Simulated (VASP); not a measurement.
# NaCl (Fm-3m) in VASP: further runs

NaCl is run at these levels: revPBE, PBE; tasks: electric field gradients, dielectric tensor.

Everything below comes from runs of VASP 6.6.1. Logs are shortened: lines on timing, memory, paths and dates and some standing lists are left out, and cuts for length are marked.

## (1) The cell of the first run

The structure is cubic, space group Fm-3m (No. 225). The conventional cell has a = 5.620 Å, b = 5.620 Å, c = 5.620 Å, α = 90.00°, β = 90.00°, γ = 90.00°. Within 3.7 Å of Na (site symmetry m-3m) lie 6 Cl at 2.81 Å. Within 3.7 Å of Cl (site symmetry m-3m) lie 6 Na at 2.81 Å.

## (2) Electric field gradients, revPBE

Contents of INCAR:

```
SYSTEM = NaCl
PREC = Accurate
ENCUT = 520
EDIFF = 1E-8
ISMEAR = -1
SIGMA = 0.02
LREAL = .FALSE.
LASPH = .TRUE.
NELM = 60
ALGO = Normal
ISIF = 2
LWAVE = .FALSE.
LCHARG = .FALSE.
GGA = RE
LEFG = .TRUE.
NBANDS = 14
```

Contents of KPOINTS:

```
Automatic mesh
0
G
  9 9 9
  0 0 0
```

Contents of POSCAR:

```
NaCl
1.0
    0.0000000000      2.8100000000      2.8100000000
    2.8100000000      0.0000000000      2.8100000000
    2.8100000000      2.8100000000      0.0000000000
Na Cl
1 1
Direct
    0.0000000000      0.0000000000      0.0000000000
    0.5000000000      0.5000000000      0.5000000000
```

Potentials or basis: VASP PAW PBE potentials, release 64 (Na_pv, Cl).

The run is started by

```sh
$ cat potpaw_PBE.64/Na_pv/POTCAR potpaw_PBE.64/Cl/POTCAR > POTCAR
$ mpirun -np 1 vasp_std > vasp.out
```

OUTCAR:

```text
SYSTEM = NaCl
   PREC = Accurate
   ENCUT = 520
   EDIFF = 1E-8
   ISMEAR = -1
   LREAL = .FALSE.
   LASPH = .TRUE.
   NELM = 60
   ISIF = 2
   GGA = RE

 ion  position               nearest neighbor table
   1  0.000  0.000  0.000-
   2  0.500  0.500  0.500-

  LATTYP: Found a face centered cubic cell.
 ALAT       =     5.6200000000

  Lattice vectors:

 A1 = (   0.0000000000,   2.8100000000,   2.8100000000)
 A2 = (   2.8100000000,   0.0000000000,   2.8100000000)
 A3 = (   2.8100000000,   2.8100000000,   0.0000000000)

Analysis of symmetry for initial positions (statically):
=====================================================================
 Subroutine PRICEL returns:
 Original cell was already a primitive cell.

 Routine SETGRP: Setting up the symmetry group for a
 face centered cubic supercell.

 Subroutine GETGRP returns: Found 48 space group operations
 (whereof 48 operations were pure point group operations)
 out of a pool of 48 trial point group operations.

The static configuration has the point symmetry O_h .

Analysis of symmetry for dynamics (positions and initial velocities):
=====================================================================
 Subroutine PRICEL returns:
 Original cell was already a primitive cell.

 Routine SETGRP: Setting up the symmetry group for a
 face centered cubic supercell.

 Subroutine GETGRP returns: Found 48 space group operations
 (whereof 48 operations were pure point group operations)
 out of a pool of 48 trial point group operations.

The dynamic configuration has the point symmetry O_h .

 Subroutine INISYM returns: Found 48 space group operations
 (whereof 48 operations are pure point group operations),
 and found     1 'primitive' translations

----------------------------------------------------------------------------------------

                                     Primitive cell

  volume of cell :      44.3761

  direct lattice vectors                    reciprocal lattice vectors
     0.000000000  2.810000000  2.810000000    -0.177935943  0.177935943  0.177935943
     2.810000000  0.000000000  2.810000000     0.177935943 -0.177935943  0.177935943
     2.810000000  2.810000000  0.000000000     0.177935943  0.177935943 -0.177935943

  length of vectors
     3.973940110  3.973940110  3.973940110     0.308194094  0.308194094  0.308194094

  position of ions in fractional coordinates (direct lattice)
     0.000000000  0.000000000  0.000000000
     0.500000000  0.500000000  0.500000000

  ion indices of the primitive-cell ions
   primitive index   ion index
                 1           1
                 2           2

----------------------------------------------------------------------------------------

 KPOINTS: Automatic mesh

Automatic generation of k-mesh.
 Grid dimensions read from file:
 generate k-points for:    9    9    9

 Generating k-lattice:

  Cartesian coordinates                     Fractional coordinates (reciprocal lattice)
    -0.019770660  0.019770660  0.019770660     0.111111111  0.000000000  0.000000000
     0.019770660 -0.019770660  0.019770660     0.000000000  0.111111111  0.000000000
     0.019770660  0.019770660 -0.019770660     0.000000000  0.000000000  0.111111111

  Length of vectors
     0.034243788  0.034243788  0.034243788

  Shift w.r.t. Gamma in fractional coordinates (k-lattice)
     0.000000000  0.000000000  0.000000000

 Subroutine IBZKPT returns following result:
 ===========================================

 Found     35 irreducible k-points:

 Following reciprocal coordinates:
            Coordinates               Weight
  0.000000  0.000000  0.000000      1.000000
  0.111111  0.000000  0.000000      8.000000
  0.222222  0.000000  0.000000      8.000000
  0.333333  0.000000  0.000000      8.000000
  0.444444  0.000000  0.000000      8.000000
  0.111111  0.111111  0.000000      6.000000
[... 16 lines left out ...]
 -0.333333  0.333333  0.000000     12.000000
  0.444444  0.444444  0.000000      6.000000
 [... further k-points ...]
   k-points           NKPTS =     35   k-points in BZ     NKDIM =     35   number of bands    NBANDS=     14
   number of dos      NEDOS =    301   number of ions     NIONS =      2
   total plane-waves  NPLWV =  27000
   dimension x,y,z NGX =    30 NGY =   30 NGZ =   30
   dimension x,y,z NGXF=    60 NGYF=   60 NGZF=   60
   ions per type =               1   1
   NGX,Y,Z   is equivalent  to a cutoff of  12.55, 12.55, 12.55 a.u.
   NGXF,Y,Z  is equivalent  to a cutoff of  25.10, 25.10, 25.10 a.u.
 SYSTEM =  NaCl
   PREC   = accura    normal or accurate (medium, high low for compatibility)
   ISTART =      0    job   : 0-new  1-cont  2-samecut
   ICHARG =      2    charge: 1-file 2-atom 10-const
   ISPIN  =      1    spin polarized calculation?
   LNONCOLLINEAR =      F non collinear calculations
   LSORBIT =      F    spin-orbit coupling
   LASPH  =      T    aspherical Exc in radial PAW
   ENCUT  =  520.0 eV  38.22 Ry    6.18 a.u.   7.39  7.39  7.39*2*pi/ulx,y,z
   NELM   =     60;   NELMIN=  2; NELMDL= -5     # of ELM steps
   EDIFF  = 0.1E-07   stopping-criterion for ELM
   LREAL  =      F    real-space projection
   EDIFFG = 0.1E-06   stopping-criterion for IOM
   NSW    =      0    number of steps for IOM
   IBRION =     -1    ionic relax: 0-MD 1-quasi-New 2-CG
   NFREE  =      0    steps in history (QN), initial steepest desc. (CG)
   ISIF   =      2    stress and relaxation
   ISYM   =      2    0-nonsym 1-usesym 2-fastsym
   POTIM  = 0.5000    time-step for ionic-motion
   TEBEG  =    0.0;   TEEND  =   0.0 temperature during run
   PSTRESS=    0.0 pullay stress
   NELECT =      14.0000    total number of electrons
   NUPDOWN=      -1.0000    fix difference up-down
   EMIN   =  10.00;   EMAX   =-10.00  energy-range for DOS
   EFERMI =   0.00;   METHOD = LEGACY
   ISMEAR =    -1;   SIGMA  =   0.02  broadening in eV -4-tet -1-fermi 0-gaus
   EFERMI_NEDOS =   21; number of points for ismear=-14 and -15
   IALGO  =     38    algorithm
   IMIX   =      4    mixing-type and parameters
     AMIX     =   0.40;   BMIX     =  1.00
     AMIX_MAG =   1.60;   BMIX_MAG =  1.00
  volume/ion in A,a.u.               =      22.19       149.73
  Fermi-wavevector in a.u.,A,eV,Ry     =   1.114469  2.106040 16.898985  1.242040
  Thomas-Fermi vector in A             =   2.251064
   LORBIT       =      0    0 simple, 1 ext, 2 COOP (PROOUT), +10 PAW based schemes
   GGA     = RE    functional components
   LHFCALC =     F    Hartree Fock is set to
   AEXX    =    0.0000 exact exchange contribution
   IVDW    =     0    specifies the selected vdW correction
   LEPSILON=     F    determine dielectric tensor
   LRPA    =     F    only Hartree local field effects (RPA)
 non-spin polarized calculation
  energy-cutoff  :      520.00
  volume of cell :       44.38
 maximum number of plane-waves:      1243
 NGX is ok and might be reduce to    30
   NGX = 15   NGY = 15   NGZ = 15

 number of electron      14.0000000 magnetization

 Free energy of the ion-electron system (eV)
  ---------------------------------------------------
  ext. energy  EPLUGINS =         0.00000000
  ---------------------------------------------------
  free energy    TOTEN  =        -6.41881509 eV

  energy without entropy =       -6.41881509  energy(sigma->0) =       -6.41881509

 E-fermi :  -0.1649     XC(G=0):  -7.9217

 val. band max:       -0.5653341589   @ k =   0.0000   0.0000   0.0000
 cond. band min:       4.8597028714   @ k =   0.0000   0.0000   0.0000
 fundamental gap:      5.4250370303
 Fermi energy:        -0.1649159245

 k-point     1 :       0.0000    0.0000    0.0000
  band No.  band energies     occupation
      1     -21.3798      2.00000
      2     -21.3798      2.00000
      3     -21.3798      2.00000
      4     -13.2369      2.00000
      5      -0.5653      2.00000
      6      -0.5653      2.00000
      7      -0.5653      2.00000
      8       4.8597      0.00000
      9      10.7063      0.00000
     10      10.7063      0.00000
     11      10.7063      0.00000
     12      12.8315      0.00000
     13      12.8315      0.00000
     14      14.6483      0.00000
[... 375 lines left out ...]
 k-point    24 :       0.4444    0.4444    0.0000
  band No.  band energies     occupation
      1     -21.3996      2.00000
      2     -21.3877      2.00000
      3     -21.3877      2.00000
      4     -12.8596      2.00000
      5      -2.1788      2.00000
      6      -1.1408      2.00000
      7      -1.1408      2.00000
      8       7.2849      0.00000
      9       7.7550      0.00000
     10      10.9027      0.00000
     11      14.2634      0.00000
     12      14.2634      0.00000
     13      14.7131      0.00000
     14      16.8670      0.00000

 [... further k-points ...]
[... 5 lines left out ...]
  --------------------------------------------------------------------------------------
  -------------------------------------------------------------------------------------
  Total        0.7406212      0.7406212      0.7406212      0.0000000      0.0000000     -0.0000000
  in kB       26.7397772     26.7397772     26.7397772      0.0000000      0.0000000     -0.0000000
  external PRESSURE =      26.7397772 kB  Pullay stress =       0.0000000 kB

 VOLUME and BASIS-vectors are now :
 -----------------------------------------------------------------------------
  energy-cutoff  :      520.00
  volume of cell :       44.38
      direct lattice vectors                 reciprocal lattice vectors
     0.000000000  2.810000000  2.810000000    -0.177935943  0.177935943  0.177935943
     2.810000000  0.000000000  2.810000000     0.177935943 -0.177935943  0.177935943
     2.810000000  2.810000000  0.000000000     0.177935943  0.177935943 -0.177935943

 POSITION                                       TOTAL-FORCE (eV/Angst)
 -----------------------------------------------------------------------------------
      0.00000      0.00000      0.00000         0.000000      0.000000      0.000000
      2.81000      2.81000      2.81000        -0.000000     -0.000000     -0.000000
 -----------------------------------------------------------------------------------
    total drift:                               -0.000000      0.000000      0.000000

  FREE ENERGIE OF THE ION-ELECTRON SYSTEM (eV)
  ---------------------------------------------------
  free  energy   TOTEN  =        -6.4188150923 eV

  energy  without entropy=       -6.4188150923  energy(sigma->0) =       -6.41881509

 Electric field gradients (V/A^2)
---------------------------------------------------------------------
 ion       V_xx      V_yy      V_zz      V_xy      V_xz      V_yz
---------------------------------------------------------------------
   1      -0.000    -0.000     0.000    -0.002    -0.002    -0.002
   2      -0.000     0.000    -0.000    -0.000    -0.000    -0.000
---------------------------------------------------------------------

 Electric field gradients after diagonalization (V/A^2)
 (convention: |V_zz| > |V_xx| > |V_yy|)
----------------------------------------------------------------------
 ion       V_xx      V_yy      V_zz     asymmetry (V_yy - V_xx)/ V_zz
----------------------------------------------------------------------
   1       0.002     0.002    -0.004       0.000
   2       0.000     0.000    -0.000       0.000
----------------------------------------------------------------------

           NMR quadrupolar parameters

 Cq : quadrupolar parameter    Cq=e*Q*V_zz/h
 eta: asymmetry parameters     (V_yy - V_xx)/ V_zz
 Q  : nuclear electric quadrupole moment in mb (millibarn)
----------------------------------------------------------------------
 ion       Cq(MHz)       eta       Q (mb)
----------------------------------------------------------------------
   1      -0.000       0.000       1.000
   2      -0.000       0.000       1.000
----------------------------------------------------------------------
```

Run time: 42 s. Hardware: 1 thread of AMD EPYC 7R43 (Zen 3), shared host; peak memory 0.13 GiB.

What came out:

* Free energy: -6.4188 eV
* Pressure: 2.7 GPa
* Band gap on the k mesh: 5.42 eV, direct

Caveat: without QUAD_EFG the Cq values of the log hold for a quadrupole moment of 1 mb, not for the nuclei; the PAW data sets were made with another functional, which shifts forces and pressure a little.

## (3) Dielectric tensor, PBE

Contents of INCAR:

```
  PREC = Accurate
  ENCUT = 520
  EDIFF = 1E-8
  ISMEAR = 0
  SIGMA = 0.01
  LREAL = F
  LASPH = T
  NELM = 60
  ALGO = Normal
  ISIF = 2
  LWAVE = F
  LCHARG = F
  GGA = PE
  LEPSILON = T
```

Contents of KPOINTS:

```
Automatic mesh
0
Gamma
  9 9 9
```

POSCAR is that of step 2.

Potentials or basis: VASP PAW PBE potentials, release 64 (Na_pv, Cl).

The run is started by

```sh
$ cat potpaw_PBE.64/Na_pv/POTCAR potpaw_PBE.64/Cl/POTCAR > POTCAR
$ mpirun -np 1 vasp_std > vasp.out
```

OUTCAR:

```text
PREC = Accurate
   ENCUT = 520
   EDIFF = 1E-8
   ISMEAR = 0
   LREAL = F
   LASPH = T
   NELM = 60
   ISIF = 2
   GGA = PE
   LEPSILON = T

 ion  position               nearest neighbor table
   1  0.000  0.000  0.000-
   2  0.500  0.500  0.500-

  LATTYP: Found a face centered cubic cell.
 ALAT       =     5.6200000000

  Lattice vectors:

 A1 = (   0.0000000000,   2.8100000000,   2.8100000000)
 A2 = (   2.8100000000,   0.0000000000,   2.8100000000)
 A3 = (   2.8100000000,   2.8100000000,   0.0000000000)

Analysis of symmetry for initial positions (statically):
=====================================================================
 Subroutine PRICEL returns:
 Original cell was already a primitive cell.
[... 579 lines left out ...]
    -0.00009  0.00000  0.00000
     0.00000 -0.00009  0.00000
    -0.00000 -0.00000 -0.00012

 MACROSCOPIC STATIC DIELECTRIC TENSOR (including local field effects in DFT)
 ------------------------------------------------------
           2.512154     0.000000     0.000000
          -0.000000     2.512154     0.000000
          -0.000000     0.000000     2.512154
 ------------------------------------------------------

 PIEZOELECTRIC TENSOR (including local field effects)  for field in x, y, z        (e  Angst)
          XX          YY          ZZ          XY          YZ          ZX
  --------------------------------------------------------------------------------
  x     0.00000     0.00000     0.00000     0.00000     0.00000     0.00000
  y     0.00000     0.00000     0.00000     0.00000     0.00000     0.00000
  z     0.00000     0.00000     0.00000     0.00000     0.00000     0.00000

 PIEZOELECTRIC TENSOR (including local field effects)  for field in x, y, z        (C/m^2)
          XX          YY          ZZ          XY          YZ          ZX
  --------------------------------------------------------------------------------
  x     0.00000     0.00000     0.00000     0.00000     0.00000     0.00000
  y     0.00000     0.00000     0.00000     0.00000     0.00000     0.00000
  z     0.00000     0.00000     0.00000     0.00000     0.00000     0.00000

 BORN EFFECTIVE CHARGES (including local field effects) (in |e|, cummulative output)
 ---------------------------------------------------------------------------------
 ion    1
    1     1.09386     0.00000     0.00000
    2     0.00000     1.09386     0.00000
    3     0.00000     0.00000     1.09386
 ion    2
    1    -1.09386     0.00000     0.00000
    2     0.00000    -1.09386     0.00000
    3     0.00000     0.00000    -1.09386
```

OSZICAR:

```text
N       E                     dE             d eps       ncg     rms          rms(c)
[... 13 lines left out ...]
RMM:   6    -0.210530925939E+00    0.41225E-03   -0.61630E-05  3203   0.554E-02    0.212E-02
RMM:   7    -0.210720157543E+00   -0.18923E-03   -0.58314E-05  3070   0.387E-02    0.884E-03
RMM:   8    -0.210894073060E+00   -0.17392E-03   -0.75468E-06  3277   0.163E-02    0.118E-03
RMM:   9    -0.210891567622E+00    0.25054E-05   -0.51405E-08  3406   0.340E-03    0.671E-04
RMM:  10    -0.210899096053E+00   -0.75284E-05    0.25652E-07  3160   0.969E-04    0.141E-04
RMM:  11    -0.210898813358E+00    0.28270E-06   -0.16094E-08  3298   0.445E-04    0.695E-05
RMM:  12    -0.210899179543E+00   -0.36619E-06    0.49351E-08  2740   0.170E-04    0.140E-05
RMM:  13    -0.210899208496E+00   -0.28953E-07    0.16624E-08  1719   0.827E-05    0.250E-06
```

Run time: 5.1 min. Hardware: 1 thread of AMD EPYC 7R43 (Zen 3), shared host; peak memory 0.2 GiB.

Results:

- Band gap on the k mesh: 5.15 eV, direct
- Electronic dielectric tensor (diagonal): 2.51
- Born charges (mean of the diagonal): Na +1.09; Cl -1.09 e

Levels at points of the mesh, in eV from the valence-band top:
| k point | band 5 | band 6 | band 7 | band 8 | band 9 | band 10 |
| --- | --- | --- | --- | --- | --- | --- |
| (0.00, 0.00, 0.00) | 0.00 | 0.00 | 0.00 | 5.15 | 11.13 | 11.13 |

Electronic dielectric tensor:
```
2.51 0.00 0.00
0.00 2.51 0.00
0.00 0.00 2.51
```

Born effective charge tensors (e):
atom 1, Na
```
1.09 0.00 0.00
0.00 1.09 0.00
0.00 0.00 1.09
```
atom 2, Cl
```
-1.09  0.00  0.00
 0.00 -1.09  0.00
 0.00  0.00 -1.09
```

(Continued in part 2 of 2.)
